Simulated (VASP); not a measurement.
# Ge2Sb2O (P6/mmm) in VASP: notebook

The runs below take Ge2Sb2O through single point, relaxation of cell and atoms, with PBE.

Program: VASP 6.6.1. These are calculated values, not measurements. Logs are shortened: lines on timing, memory, paths and dates and some standing lists are left out, and cuts for length are marked.

## (1) The cell of the first run

Symmetry: P6/mmm, No. 191, hexagonal system. Conventional cell: a = 3.673 Å, b = 3.673 Å, c = 9.312 Å, α = 90.00°, β = 90.00°, γ = 120.00°. Within 2.8 Å of Ge (site symmetry -6m2) lie 3 Ge at 2.12 Å and 3 O at 2.12 Å. Sb (site symmetry 6mm) has 1 O at 2.11 Å within 2.8 Å. O (site symmetry 6/mmm) has 2 Sb at 2.11 Å and 6 Ge at 2.12 Å within 2.8 Å.

The cell was built from a structure type or drawn by symmetry, and may not be a known phase.

## (2) Single point, PBE

INCAR

```
PREC = Accurate ; ENCUT = 600
EDIFF = 1E-6 ; ISMEAR = 0
SIGMA = 0.1 ; LREAL = F
LASPH = T ; NELM = 120
ALGO = Normal ; ISIF = 2
LWAVE = F ; LCHARG = F
GGA = PE ; NBANDS = 30
GGA_COMPAT = F
```

KPOINTS

```
Automatic mesh
0
Gamma
  6 6 2
```

POSCAR

```
Ge2Sb2O
1.0
    3.6728994600      0.0000000000      0.0000000000
   -1.8364497300      3.1808242400      0.0000000000
    0.0000000000      0.0000000000      9.3123244400
Ge Sb O
2 2 1
Direct
    0.3333333300      0.6666666700      0.0000000000
    0.6666666700      0.3333333300      0.0000000000
    0.0000000000      0.0000000000      0.7732694500
    0.0000000000      0.0000000000      0.2267305500
    0.0000000000      0.0000000000      0.0000000000
```

Potentials or basis: VASP PAW PBE potentials, release 64 (Ge_d, Sb, O).

Started as:

```console
cat potpaw_PBE.64/Ge_d/POTCAR potpaw_PBE.64/Sb/POTCAR potpaw_PBE.64/O/POTCAR > POTCAR
mpirun -np 1 vasp_std > vasp.out
```

OUTCAR:

```text
PREC = Accurate
   ENCUT = 600
   EDIFF = 1E-6
   ISMEAR = 0
   LREAL = F
   LASPH = T
   NELM = 120
   ISIF = 2
   GGA = PE

 ion  position               nearest neighbor table
   1  0.333  0.667  0.000-   5 2.12   2 2.12   2 2.12   5 2.12   5 2.12   2 2.12   4 2.99   3 2.99
                             3 2.99   4 2.99   3 2.99   4 2.99
   2  0.667  0.333  0.000-   1 2.12   5 2.12   1 2.12   5 2.12   5 2.12   1 2.12   4 2.99   3 2.99
                             4 2.99   3 2.99   4 2.99   3 2.99
   3  0.000  0.000  0.773-   5 2.11   2 2.99   1 2.99   2 2.99   1 2.99   2 2.99   1 2.99
   4  0.000  0.000  0.227-   5 2.11   2 2.99   1 2.99   2 2.99   1 2.99   2 2.99   1 2.99
   5  0.000  0.000  0.000-   3 2.11   4 2.11   1 2.12   2 2.12   2 2.12   1 2.12   2 2.12   1 2.12

  LATTYP: Found a hexagonal cell.
 ALAT       =     3.6728994600
 C/A-ratio  =     2.5354150151

  Lattice vectors:

 A1 = (   3.6728994600,   0.0000000000,   0.0000000000)
 A2 = (  -1.8364497300,   3.1808242400,   0.0000000000)
 A3 = (   0.0000000000,   0.0000000000,   9.3123244400)

Analysis of symmetry for initial positions (statically):
=====================================================================
 Subroutine PRICEL returns:
 Original cell was already a primitive cell.

 Routine SETGRP: Setting up the symmetry group for a
 hexagonal supercell.

 Subroutine GETGRP returns: Found 24 space group operations
 (whereof 24 operations were pure point group operations)
 out of a pool of 24 trial point group operations.

The static configuration has the point symmetry D_6h.

Analysis of symmetry for dynamics (positions and initial velocities):
=====================================================================
 Subroutine PRICEL returns:
 Original cell was already a primitive cell.

 Routine SETGRP: Setting up the symmetry group for a
 hexagonal supercell.

 Subroutine GETGRP returns: Found 24 space group operations
 (whereof 24 operations were pure point group operations)
 out of a pool of 24 trial point group operations.

The dynamic configuration has the point symmetry D_6h.

 Subroutine INISYM returns: Found 24 space group operations
 (whereof 24 operations are pure point group operations),
 and found     1 'primitive' translations

----------------------------------------------------------------------------------------

                                     Primitive cell

  volume of cell :     108.7945

  direct lattice vectors                    reciprocal lattice vectors
     3.672899460  0.000000000  0.000000000     0.272264463  0.157191961  0.000000000
    -1.836449730  3.180824240  0.000000000     0.000000000  0.314383922  0.000000000
     0.000000000  0.000000000  9.312324440     0.000000000  0.000000000  0.107384575

  length of vectors
     3.672899460  3.672899462  9.312324440     0.314383922  0.314383922  0.107384575

  position of ions in fractional coordinates (direct lattice)
     0.333333330  0.666666670  0.000000000
     0.666666670  0.333333330  0.000000000
     0.000000000  0.000000000  0.773269450
     0.000000000  0.000000000  0.226730550
     0.000000000  0.000000000  0.000000000

  ion indices of the primitive-cell ions
   primitive index   ion index
                 1           1
                 2           2
                 3           3
                 4           4
                 5           5

----------------------------------------------------------------------------------------

 KPOINTS: Automatic mesh

Automatic generation of k-mesh.
 Grid dimensions read from file:
 generate k-points for:    6    6    2

 Generating k-lattice:

  Cartesian coordinates                     Fractional coordinates (reciprocal lattice)
     0.045377411  0.026198660  0.000000000     0.166666667  0.000000000  0.000000000
     0.000000000  0.052397320  0.000000000     0.000000000  0.166666667  0.000000000
     0.000000000  0.000000000  0.053692287     0.000000000  0.000000000  0.500000000

  Length of vectors
     0.052397320  0.052397320  0.053692287

  Shift w.r.t. Gamma in fractional coordinates (k-lattice)
     0.000000000  0.000000000  0.000000000

 Subroutine IBZKPT returns following result:
 ===========================================

 Found     14 irreducible k-points:

 Following reciprocal coordinates:
            Coordinates               Weight
  0.000000  0.000000  0.000000      1.000000
  0.166667 -0.000000  0.000000      6.000000
  0.333333  0.000000  0.000000      6.000000
  0.500000 -0.000000  0.000000      3.000000
  0.166667  0.166667  0.000000      6.000000
  0.333333  0.166667  0.000000     12.000000
  0.333333  0.333333  0.000000      2.000000
  0.000000  0.000000  0.500000      1.000000
  0.166667 -0.000000  0.500000      6.000000
  0.333333  0.000000  0.500000      6.000000
  0.500000 -0.000000  0.500000      3.000000
  0.166667  0.166667  0.500000      6.000000
  0.333333  0.166667  0.500000     12.000000
  0.333333  0.333333  0.500000      2.000000
   k-points           NKPTS =     14   k-points in BZ     NKDIM =     14   number of bands    NBANDS=     30
   number of dos      NEDOS =    301   number of ions     NIONS =      5
   total plane-waves  NPLWV =  72000
   dimension x,y,z NGX =    30 NGY =   30 NGZ =   80
   dimension x,y,z NGXF=    60 NGYF=   60 NGZF=  160
   ions per type =               2   2   1
   NGX,Y,Z   is equivalent  to a cutoff of  13.58, 13.58, 14.28 a.u.
   NGXF,Y,Z  is equivalent  to a cutoff of  27.16, 27.16, 28.56 a.u.
 SYSTEM =  unknown system
   PREC   = accura    normal or accurate (medium, high low for compatibility)
   ISTART =      0    job   : 0-new  1-cont  2-samecut
   ICHARG =      2    charge: 1-file 2-atom 10-const
   ISPIN  =      1    spin polarized calculation?
   LNONCOLLINEAR =      F non collinear calculations
   LSORBIT =      F    spin-orbit coupling
   LASPH  =      T    aspherical Exc in radial PAW
   ENCUT  =  600.0 eV  44.10 Ry    6.64 a.u.   7.34  7.34 18.60*2*pi/ulx,y,z
   NELM   =    120;   NELMIN=  2; NELMDL= -5     # of ELM steps
   EDIFF  = 0.1E-05   stopping-criterion for ELM
   LREAL  =      F    real-space projection
   EDIFFG = 0.1E-04   stopping-criterion for IOM
   NSW    =      0    number of steps for IOM
   IBRION =     -1    ionic relax: 0-MD 1-quasi-New 2-CG
   NFREE  =      0    steps in history (QN), initial steepest desc. (CG)
   ISIF   =      2    stress and relaxation
   ISYM   =      2    0-nonsym 1-usesym 2-fastsym
   POTIM  = 0.5000    time-step for ionic-motion
   TEBEG  =    0.0;   TEEND  =   0.0 temperature during run
   PSTRESS=    0.0 pullay stress
   NELECT =      44.0000    total number of electrons
   NUPDOWN=      -1.0000    fix difference up-down
   EMIN   =  10.00;   EMAX   =-10.00  energy-range for DOS
   EFERMI =   0.00;   METHOD = LEGACY
   ISMEAR =     0;   SIGMA  =   0.10  broadening in eV -4-tet -1-fermi 0-gaus
   EFERMI_NEDOS =   21; number of points for ismear=-14 and -15
   IALGO  =     38    algorithm
   IMIX   =      4    mixing-type and parameters
     AMIX     =   0.40;   BMIX     =  1.00
     AMIX_MAG =   1.60;   BMIX_MAG =  1.00
  volume/ion in A,a.u.               =      21.76       146.84
  Fermi-wavevector in a.u.,A,eV,Ry     =   1.210664  2.287822 19.942143  1.465706
  Thomas-Fermi vector in A             =   2.346203
   LORBIT       =      0    0 simple, 1 ext, 2 COOP (PROOUT), +10 PAW based schemes
   GGA     = PE    functional components
   LHFCALC =     F    Hartree Fock is set to
   AEXX    =    0.0000 exact exchange contribution
   IVDW    =     0    specifies the selected vdW correction
   LEPSILON=     F    determine dielectric tensor
   LRPA    =     F    only Hartree local field effects (RPA)
 non-spin polarized calculation
 Gauss-broadening in eV      SIGMA  =   0.10
  energy-cutoff  :      600.00
  volume of cell :      108.79
 maximum number of plane-waves:      3648
 NGX is ok and might be reduce to    30
   NGX = 15   NGY = 15   NGZ = 37

 number of electron      43.9999993 magnetization

 Free energy of the ion-electron system (eV)
  ---------------------------------------------------
  ext. energy  EPLUGINS =         0.00000000
  ---------------------------------------------------
  free energy    TOTEN  =       -12.77525739 eV

  energy without entropy =      -12.74914768  energy(sigma->0) =      -12.76220254

 E-fermi :   6.8885     XC(G=0):  -9.4844

 val. band max:        6.8880693527   @ k =   0.1667  -0.0000   0.5000
 cond. band min:       6.8900988525   @ k =   0.3333   0.0000   0.0000
 fundamental gap:      0.0020294998
 Fermi energy:         6.8885170934

 k-point     1 :       0.0000    0.0000    0.0000
  band No.  band energies     occupation
      1     -19.1326      2.00000
      2     -18.8019      2.00000
      3     -18.8019      2.00000
      4     -18.6882      2.00000
      5     -18.6882      2.00000
      6     -18.5612      2.00000
[... 22 lines left out ...]
     29      12.0374      0.00000
     30      13.6101      0.00000

 k-point     2 :       0.1667   -0.0000    0.0000
  band No.  band energies     occupation
      1     -19.0434      2.00000
      2     -18.9299      2.00000
      3     -18.9150      2.00000
      4     -18.7009      2.00000
      5     -18.6752      2.00000
      6     -18.5049      2.00000
[... 22 lines left out ...]
     29      12.1843      0.00000
     30      14.2732      0.00000

 k-point     3 :       0.3333    0.0000    0.0000
  band No.  band energies     occupation
      1     -19.1351      2.00000
      2     -19.0366      2.00000
      3     -18.8859      2.00000
      4     -18.7243      2.00000
      5     -18.6473      2.00000
      6     -18.4312      2.00000
[... 22 lines left out ...]
     29      12.3436      0.00000
     30      13.9006      0.00000

 k-point     4 :       0.5000   -0.0000    0.0000
  band No.  band energies     occupation
      1     -19.2259      2.00000
      2     -19.0808      2.00000
      3     -18.8201      2.00000
      4     -18.7351      2.00000
      5     -18.6319      2.00000
      6     -18.4118      2.00000
[... 22 lines left out ...]
     29      11.4978      0.00000
     30      13.1952      0.00000

 k-point     5 :       0.1667    0.1667    0.0000
  band No.  band energies     occupation
      1     -19.1446      2.00000
      2     -18.9410      2.00000
      3     -18.9286      2.00000
      4     -18.7268      2.00000
      5     -18.6435      2.00000
      6     -18.4383      2.00000
[... 22 lines left out ...]
     29      12.2429      0.00000
     30      13.9614      0.00000
[... 196 lines left out ...]
     29      13.0633      0.00000
     30      13.7056      0.00000

 k-point    12 :       0.1667    0.1667    0.5000
  band No.  band energies     occupation
      1     -19.1446      2.00000
      2     -18.9410      2.00000
      3     -18.9286      2.00000
      4     -18.7268      2.00000
      5     -18.6435      2.00000
      6     -18.4383      2.00000
[... 22 lines left out ...]
     29      12.2980      0.00000
     30      13.7777      0.00000

 k-point    13 :       0.3333    0.1667    0.5000
  band No.  band energies     occupation
      1     -19.3128      2.00000
      2     -18.9710      2.00000
      3     -18.8484      2.00000
      4     -18.7536      2.00000
      5     -18.5973      2.00000
      6     -18.4293      2.00000
[... 22 lines left out ...]
     29      12.6376      0.00000
     30      13.2796      0.00000

 k-point    14 :       0.3333    0.3333    0.5000
  band No.  band energies     occupation
      1     -19.4030      2.00000
      2     -18.8879      2.00000
      3     -18.8879      2.00000
      4     -18.7729      2.00000
      5     -18.5117      2.00000
      6     -18.5117      2.00000
[... 22 lines left out ...]
     29      13.9077      0.00000
     30      14.1293      0.00000

------------------------ aborting loop because EDIFF is reached ----------------------------------------

  FORCE on cell =-STRESS in cart. coord.  units (eV):
  Direction    XX          YY          ZZ          XY          YZ          ZX
  --------------------------------------------------------------------------------------
  -------------------------------------------------------------------------------------
  Total       38.1224625     38.1224626     12.4503924      0.0000000      0.0000000     -0.0000000
  in kB      561.4159120    561.4159128    183.3524893      0.0000000      0.0000000     -0.0000000
  external PRESSURE =     435.3947714 kB  Pullay stress =       0.0000000 kB

 VOLUME and BASIS-vectors are now :
 -----------------------------------------------------------------------------
  energy-cutoff  :      600.00
  volume of cell :      108.79
      direct lattice vectors                 reciprocal lattice vectors
     3.672899460  0.000000000  0.000000000     0.272264463  0.157191961  0.000000000
    -1.836449730  3.180824240  0.000000000     0.000000000  0.314383922  0.000000000
     0.000000000  0.000000000  9.312324440     0.000000000  0.000000000  0.107384575

 POSITION                                       TOTAL-FORCE (eV/Angst)
 -----------------------------------------------------------------------------------
     -0.00000      2.12055      0.00000        -0.000000     -0.000000      0.000000
      1.83645      1.06027      0.00000         0.000000     -0.000000      0.000000
      0.00000      0.00000      7.20094         0.000000     -0.000000     -3.153380
      0.00000      0.00000      2.11139         0.000000      0.000000      3.153380
      0.00000      0.00000      0.00000         0.000000     -0.000000      0.000000
 -----------------------------------------------------------------------------------
    total drift:                               -0.000000      0.000000     -0.000000

  FREE ENERGIE OF THE ION-ELECTRON SYSTEM (eV)
  ---------------------------------------------------
  free  energy   TOTEN  =       -12.7752573930 eV

  energy  without entropy=      -12.7491476818  energy(sigma->0) =      -12.76220254
```

Wall time 38 s (1 thread of AMD EPYC 9R45 (Zen 5), shared host); peak memory 0.25 GiB.

Results:

```
Free energy            : -12.7753 eV
Pressure               : 43.5 GPa
Largest force          : 3.153 eV/Å
Band gap on the k mesh : zero (bands 22 and 23 overlap by 2.07 eV)
```

Forces on the atoms (eV/Å):
```
Ge   0.000  0.000  0.000
Ge   0.000  0.000  0.000
Sb   0.000  0.000 -3.153
Sb   0.000  0.000  3.153
O    0.000  0.000  0.000
```

Levels at points of the mesh, in eV from the Fermi level:
```tsv
k point	band 20	band 21	band 22	band 23	band 24	band 25
(0.00, 0.00, 0.00)	-2.18	-1.31	0.40	1.57	1.57	2.39
(0.50, 0.00, 0.00)	-1.45	-0.36	-0.19	0.12	0.21	0.86
(0.00, 0.00, 0.50)	-2.37	-0.26	0.40	1.55	1.55	1.84
(0.50, 0.00, 0.50)	-1.39	-0.38	-0.28	0.13	0.51	0.79
```

Caveat: the cell stands under pressure; spin-orbit coupling is left out, which moves the levels of the heavy elements; forces of over 1 eV/Å act on the atoms, so gaps and moduli don't describe the material at rest.

## (3) Single point, PBE

This run uses another cell than the first one, of 27.60 Å³/atom.

INCAR

```
PREC = Accurate
ENCUT = 600
EDIFF = 1E-6
ISMEAR = 0
SIGMA = 0.1
LREAL = F
LASPH = T
NELM = 120
ALGO = Normal
ISIF = 2
LWAVE = F
LCHARG = F
GGA = PE
NBANDS = 30
GGA_COMPAT = F
```

KPOINTS is that of step 2.

POSCAR

```
Ge2Sb2O
1.0
    4.7684148566      0.0000000000      0.0000000000
   -2.3842074283      4.1295684016      0.0000000000
    0.0000000000      0.0000000000      7.0082360721
Ge Sb O
2 2 1
Direct
    0.3333333333      0.6666666667      0.0000000000
    0.6666666667      0.3333333333      0.0000000000
    0.0000000000      0.0000000000      0.7104911833
    0.0000000000      0.0000000000      0.2895088167
    0.0000000000      0.0000000000      0.0000000000
```

Potentials or basis: VASP PAW PBE potentials, release 64 (Ge_d, Sb, O).

Started as:

```console
cat potpaw_PBE.64/Ge_d/POTCAR potpaw_PBE.64/Sb/POTCAR potpaw_PBE.64/O/POTCAR > POTCAR
mpirun -np 1 vasp_std > vasp.out
```

It took 44 s on 1 thread of AMD EPYC 9R45 (Zen 5), shared host; peak memory 0.29 GiB.

The run converged. Its results:

| Item | Value |
| --- | --- |
| Free energy | -20.2674 eV |
| Pressure | 0.2 GPa |
| Largest force | 0.012 eV/Å |
| Band gap on the k mesh | zero (bands 22 and 23 overlap by 1.63 eV) |

Forces in eV/Å, atoms in the order of the input:
```
Ge   0.000  0.000  0.000
Ge   0.000  0.000  0.000
Sb   0.000  0.000 -0.012
Sb   0.000  0.000  0.012
O    0.000  0.000  0.000
```

Stress tensor (GPa, compression positive):
```
 0.28  0.00  0.00
 0.00  0.28  0.00
 0.00  0.00 -0.07
```

Levels at points of the mesh, in eV from the Fermi level:
| k point | band 20 | band 21 | band 22 | band 23 | band 24 | band 25 |
| --- | --- | --- | --- | --- | --- | --- |
| (0.00, 0.00, 0.00) | -1.78 | -0.61 | 0.20 | 0.20 | 0.22 | 0.49 |
| (0.50, 0.00, 0.00) | -1.50 | -0.64 | -0.57 | -0.09 | 0.45 | 0.56 |
| (0.00, 0.00, 0.50) | -1.78 | -1.51 | -0.63 | -0.63 | 1.43 | 1.43 |
| (0.50, 0.00, 0.50) | -1.17 | -0.34 | 0.15 | 0.28 | 0.82 | 1.70 |

Caveat: the k points lie up to 0.45 Å⁻¹ apart, too coarse for converged energies and pressures of a metal; spin-orbit coupling is left out, which moves the levels of the heavy elements.

## (4) Single point, PBE

This run uses another cell than the first one, of 27.20 Å³/atom.

INCAR

```
  ALGO = Normal
  EDIFF = 1E-6
  ENCUT = 600
  GGA = PE
  GGA_COMPAT = F
  ISIF = 2
  ISMEAR = 0
  LASPH = T
  LCHARG = F
  LREAL = F
  LWAVE = F
  NBANDS = 30
  NELM = 120
  PREC = Accurate
  SIGMA = 0.1
```

KPOINTS

```
k-points
0
Gamma
  6 6 4
```

POSCAR

```
Ge2Sb2O
1.0
    4.7371934986      0.0000000000      0.0000000000
   -2.3685967493      4.1025299124      0.0000000000
    0.0000000000      0.0000000000      6.9972799427
Ge Sb O
2 2 1
Direct
    0.3333333333      0.6666666667      0.0000000000
    0.6666666667      0.3333333333      0.0000000000
    0.0000000000      0.0000000000      0.7082894690
    0.0000000000      0.0000000000      0.2917105310
    0.0000000000      0.0000000000      0.0000000000
```

Started as:

```console
cat potpaw_PBE.64/Ge_d/POTCAR potpaw_PBE.64/Sb/POTCAR potpaw_PBE.64/O/POTCAR > POTCAR
mpirun -np 1 vasp_std > vasp.out
```

Wall time 61 s (1 thread of AMD EPYC 9R45 (Zen 5), shared host); peak memory 0.31 GiB.

It converged, with:

| Property | Result |
| --- | --- |
| Free energy | -20.3126 eV |
| Pressure | -0.1 GPa |
| Largest force | 0.010 eV/Å |
| Band gap on the k mesh | zero (bands 22 and 23 overlap by 1.69 eV) |

Forces in eV/Å, atoms in the order of the input:
```
Ge   0.000  0.000  0.000
Ge   0.000  0.000  0.000
Sb   0.000  0.000  0.010
Sb   0.000  0.000 -0.010
O    0.000  0.000  0.000
```

Stress tensor (GPa, compression positive):
```
-0.08  0.00  0.00
 0.00 -0.08  0.00
 0.00  0.00 -0.17
```

Levels at points of the mesh, in eV from the Fermi level:
```
           k point  band 19  band 20  band 21  band 22  band 23  band 24  band 25  band 26
(0.00, 0.00, 0.00)    -1.70    -1.70    -0.49     0.23     0.29     0.29     0.66     0.66
(0.50, 0.00, 0.00)    -2.80    -1.46    -0.57    -0.48     0.06     0.55     0.69     2.17
(0.00, 0.00, 0.50)    -1.69    -1.69    -1.43    -0.52    -0.52     1.57     1.57     2.93
(0.50, 0.00, 0.50)    -2.79    -1.07    -0.23     0.26     0.38     0.99     1.77     1.94
```

Caveat: spin-orbit coupling is left out, which moves the levels of the heavy elements.

[end of part 1 of 2]
